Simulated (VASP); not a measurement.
GaSb, 2 atoms in the cell. It takes space group F-43m (No. 216, cubic). Conventional cell: a = 6.159 Å, b = 6.159 Å, c = 6.159 Å, α = 90.00°, β = 90.00°, γ = 90.00°. Sb (site symmetry -43m) has 4 Ga at 2.67 Å within 3.5 Å. Ga (site symmetry -43m) has 4 Sb at 2.67 Å within 3.5 Å. 

- Program: VASP 6.6.1
- Task: single point
- Functional: B3LYP5
- Potentials or basis: VASP PAW PBE potentials, release 64 (Sb, Ga_d)
- Cutoff: 520 eV
- k mesh: 4 × 4 × 4
- Occupations: fermi-dirac, width 0.05 eV
- Spin: no spin polarisation
- Dipole correction: no
- Grid for exact exchange (PRECFOCK): Normal
- Further INCAR settings: ALGO = Normal; EDIFF = 1e-06; NBANDS = 16
- Share of exact exchange: 0.2

Potentials or basis: VASP PAW PBE potentials, release 64 (Sb, Ga_d).

Run with:

```bash
$ cat potpaw_PBE.64/Sb/POTCAR potpaw_PBE.64/Ga_d/POTCAR > POTCAR
$ cp INCAR.step1 INCAR
$ mpirun -np 1 vasp_std > vasp.out
$ cp INCAR.step2 INCAR
$ mpirun -np 1 vasp_std > vasp.out
```

Hardware: 1 thread of AMD EPYC 7R13 Processor (Zen 3), on a shared host.

**Question.** Estimate the wall time of this run.

**Answer.** Run time: 12 min on 1 thread of AMD EPYC 7R13 Processor (Zen 3) (shared host), peak memory 0.16 GiB. Counts: k points 8.
